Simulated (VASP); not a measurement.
# NaF (Villiaumite) (Fm-3m) in VASP: notebook, part 2 of 2

VASP 6.6.1. The steps go on from the part before.

## 3. Vibrations by perturbation theory, PBEsol

The input, INCAR:

```
PREC     = Accurate       # precision mode
ENCUT    = 520            # plane-wave cutoff, eV
EDIFF    = 1E-8           # SCF threshold, eV
ISMEAR   = 0              # smearing method
SIGMA    = 0.01           # smearing width, eV
LREAL    = False          # projectors in reciprocal space
LASPH    = True           # aspherical terms in the spheres
NELM     = 60             # most SCF steps
ALGO     = Normal         # electronic algorithm
ISIF     = 2              # what is computed and relaxed
LWAVE    = False          # write WAVECAR
LCHARG   = True           # write CHGCAR
GGA      = PS             # functional
IBRION   = 8              # ionic algorithm
NSW      = 1              # ionic steps
LEPSILON = True           # dielectric tensor by DFPT
```

The input, KPOINTS:

```
Automatic mesh
0
Gamma
  8 8 8
```

The input, POSCAR:

```
NaF
1.0
    0.0000000000      2.3145907731      2.3145907731
    2.3145907731      0.0000000000      2.3145907731
    2.3145907731      2.3145907731      0.0000000000
Na F
1 1
Direct
    0.0000000000      0.0000000000      0.0000000000
    0.5000000000      0.5000000000      0.5000000000
```

Potentials or basis: VASP PAW PBE potentials, release 64 (Na_pv, F).

Started as:

```bash
$ cat potpaw_PBE.64/Na_pv/POTCAR potpaw_PBE.64/F/POTCAR > POTCAR
$ mpirun -np 1 vasp_std > vasp.out
```

OUTCAR:

```text
PREC = Accurate
   ENCUT = 520
   EDIFF = 1E-8
   ISMEAR = 0
   LREAL = False
   LASPH = True
   NELM = 60
   ISIF = 2
   GGA = PS
   IBRION = 8
   NSW = 1
   LEPSILON = True

 ion  position               nearest neighbor table
   1  0.000  0.000  0.000-   2 2.31   2 2.31   2 2.31   2 2.31   2 2.31   2 2.31
   2  0.500  0.500  0.500-   1 2.31   1 2.31   1 2.31   1 2.31   1 2.31   1 2.31

  LATTYP: Found a face centered cubic cell.
 ALAT       =     4.6291815462

  Lattice vectors:

 A1 = (   0.0000000000,   2.3145907731,   2.3145907731)
 A2 = (   2.3145907731,   0.0000000000,   2.3145907731)
 A3 = (   2.3145907731,   2.3145907731,   0.0000000000)

Analysis of symmetry for initial positions (statically):
=====================================================================
 Subroutine PRICEL returns:
 Original cell was already a primitive cell.

 Routine SETGRP: Setting up the symmetry group for a
 face centered cubic supercell.

 Subroutine GETGRP returns: Found 48 space group operations
 (whereof 48 operations were pure point group operations)
 out of a pool of 48 trial point group operations.

The static configuration has the point symmetry O_h .

Analysis of symmetry for dynamics (positions and initial velocities):
=====================================================================
 Subroutine PRICEL returns:
 Original cell was already a primitive cell.

 Routine SETGRP: Setting up the symmetry group for a
 face centered cubic supercell.

 Subroutine GETGRP returns: Found 48 space group operations
 (whereof 48 operations were pure point group operations)
 out of a pool of 48 trial point group operations.

The dynamic configuration has the point symmetry O_h .

 Subroutine INISYM returns: Found 48 space group operations
 (whereof 48 operations are pure point group operations),
 and found     1 'primitive' translations

----------------------------------------------------------------------------------------

                                     Primitive cell

  volume of cell :      24.8001

  direct lattice vectors                    reciprocal lattice vectors
     0.000000000  2.314590773  2.314590773    -0.216020908  0.216020908  0.216020908
     2.314590773  0.000000000  2.314590773     0.216020908 -0.216020908  0.216020908
     2.314590773  2.314590773  0.000000000     0.216020908  0.216020908 -0.216020908

  length of vectors
     3.273325663  3.273325663  3.273325663     0.374159188  0.374159188  0.374159188

  position of ions in fractional coordinates (direct lattice)
     0.000000000  0.000000000  0.000000000
     0.500000000  0.500000000  0.500000000

  ion indices of the primitive-cell ions
   primitive index   ion index
                 1           1
[... 522 lines left out ...]
    -0.00006  0.00000 -0.00000
     0.00000 -0.00006  0.00000
    -0.00000  0.00000 -0.00002

--------------------------------------- Ionic step        4  -------------------------------------------

------------------------ aborting loop because EDIFF is reached ----------------------------------------

[... ionic steps 5 to 6 ...]

--------------------------------------- Ionic step        7  -------------------------------------------

 Free energy of the ion-electron system (eV)
  ---------------------------------------------------
  ---------------------------------------------------
  free energy    TOTEN  =        -0.52688991 eV

  energy without entropy =       -0.52688991

------------------------ aborting loop because EDIFF is reached ----------------------------------------

 INTERNAL STRAIN TENSOR  FOR ION    2  DIRECTION 1   (eV/Angst):
 -----------------------------------------------------------------------------
     0.07321  0.00000 -0.00000
    -0.00000 -0.01225 -0.00000
     0.00000 -0.00000 -0.01225

 MACROSCOPIC STATIC DIELECTRIC TENSOR (including local field effects in DFT)
 ------------------------------------------------------
           1.883150     0.000000     0.000000
          -0.000000     1.883150     0.000000
          -0.000000    -0.000000     1.883150
 ------------------------------------------------------

 PIEZOELECTRIC TENSOR (including local field effects)  for field in x, y, z        (e  Angst)
          XX          YY          ZZ          XY          YZ          ZX
  --------------------------------------------------------------------------------
  x     0.00000     0.00000     0.00000     0.00000     0.00000     0.00000
  y     0.00000     0.00000     0.00000     0.00000     0.00000     0.00000
  z     0.00000     0.00000     0.00000     0.00000     0.00000     0.00000

 PIEZOELECTRIC TENSOR (including local field effects)  for field in x, y, z        (C/m^2)
          XX          YY          ZZ          XY          YZ          ZX
  --------------------------------------------------------------------------------
  x     0.00000     0.00000     0.00000     0.00000     0.00000     0.00000
  y     0.00000     0.00000     0.00000     0.00000     0.00000     0.00000
  z     0.00000     0.00000     0.00000     0.00000     0.00000     0.00000

 BORN EFFECTIVE CHARGES (including local field effects) (in |e|, cummulative output)
 ---------------------------------------------------------------------------------
 ion    1
    1     1.00755     0.00000     0.00000
    2     0.00000     1.00755     0.00000
    3     0.00000     0.00000     1.00755
 ion    2
    1    -1.00755     0.00000     0.00000
    2     0.00000    -1.00755     0.00000
    3     0.00000     0.00000    -1.00755

 INTERNAL STRAIN TENSOR FOR ION    2 for displacements in x,y,z  (eV/Angst):
          X           Y           Z          XY          YZ          ZX
  --------------------------------------------------------------------------------
  x     0.00000     0.00000     0.00000     0.00000     0.00000     0.00000
  y     0.00000     0.00000     0.00000     0.00000     0.00000     0.00000
  z     0.00000     0.00000     0.00000     0.00000     0.00000     0.00000

 SECOND DERIVATIVES (NOT SYMMETRIZED)
 ------------------------------------
               1X          1Y          1Z          2X          2Y          2Z
  1X    -2.253574    0.000000    0.000000    2.253574    0.000000    0.000000
  1Y     0.000000   -2.253574    0.000000    0.000000    2.253574    0.000000
  1Z     0.000000    0.000000   -2.253574    0.000000    0.000000    2.253574
  2X     2.224256    0.000000    0.000000   -2.224256    0.000000    0.000000
  2Y     0.000000    2.224256    0.000000    0.000000   -2.224256    0.000000
  2Z     0.000000    0.000000    2.224256    0.000000    0.000000   -2.224256

 Eigenvectors and eigenvalues of the dynamical matrix
 ----------------------------------------------------

   1 f  =    7.250630 THz    45.557055 2PiTHz  241.854998 cm-1    29.986185 meV
             X         Y         Z           dx          dy          dz
      0.000000  0.000000  0.000000    -0.477341   -0.477341    0.000000
      2.314591  2.314591  2.314591     0.521675    0.521675    0.000000
[... 21 lines left out ...]
   6 f/i=    0.023643 THz     0.148554 2PiTHz    0.788650 cm-1     0.097780 meV
             X         Y         Z           dx          dy          dz
      0.000000  0.000000  0.000000     0.017422    0.556434   -0.484116
      2.314591  2.314591  2.314591     0.015941    0.509146   -0.442974

--------------------------------------------------------------------------------------------------------

 MACROSCOPIC STATIC DIELECTRIC TENSOR IONIC CONTRIBUTION
 ------------------------------------------------------
           3.308288     0.000000     0.000000
           0.000000     3.308288    -0.000000
           0.000000    -0.000000     3.308288
 ------------------------------------------------------

 ELASTIC MODULI CONTR FROM IONIC RELAXATION (kBar)
 Direction    XX          YY          ZZ          XY          YZ          ZX
 --------------------------------------------------------------------------------
 XX           0.0000      0.0000      0.0000      0.0000      0.0000      0.0000
 YY           0.0000      0.0000      0.0000      0.0000      0.0000      0.0000
 ZZ           0.0000      0.0000      0.0000      0.0000      0.0000      0.0000
 XY           0.0000      0.0000      0.0000      0.0000      0.0000      0.0000
 YZ           0.0000      0.0000      0.0000      0.0000      0.0000      0.0000
 ZX           0.0000      0.0000      0.0000      0.0000      0.0000      0.0000
 --------------------------------------------------------------------------------

 PIEZOELECTRIC TENSOR IONIC CONTR  for field in x, y, z        (C/m^2)
          XX          YY          ZZ          XY          YZ          ZX
  --------------------------------------------------------------------------------
  x     0.00000     0.00000     0.00000     0.00000     0.00000     0.00000
  y     0.00000     0.00000     0.00000     0.00000     0.00000     0.00000
  z     0.00000     0.00000     0.00000     0.00000     0.00000     0.00000
```

Wall time 76 s (1 thread of Intel Xeon Platinum 8488C (Sapphire Rapids), shared host); peak memory 0.17 GiB.

What came out:

```yaml
Electronic_dielectric_tensor_diagonal: 1.88
Born_charges_mean_of_the_diagonal: Na +1.01; F -1.01 e
Highest_phonon_frequency_at_Γ_LO-TO_splitting_left_out: 242 cm⁻¹
```

Phonon frequencies in cm⁻¹ (negative: imaginary):
| q point | frequencies |
| --- | --- |
| (0.000, 0.000, 0.000) | -1 -1 -1 242 242 242 |

Electronic dielectric tensor:
```
1.88 0.00 0.00
0.00 1.88 0.00
0.00 0.00 1.88
```

Born effective charge tensors (e):
atom 1, Na
```
1.01 0.00 0.00
0.00 1.01 0.00
0.00 0.00 1.01
```
atom 2, F
```
-1.01  0.00  0.00
 0.00 -1.01  0.00
 0.00  0.00 -1.01
```
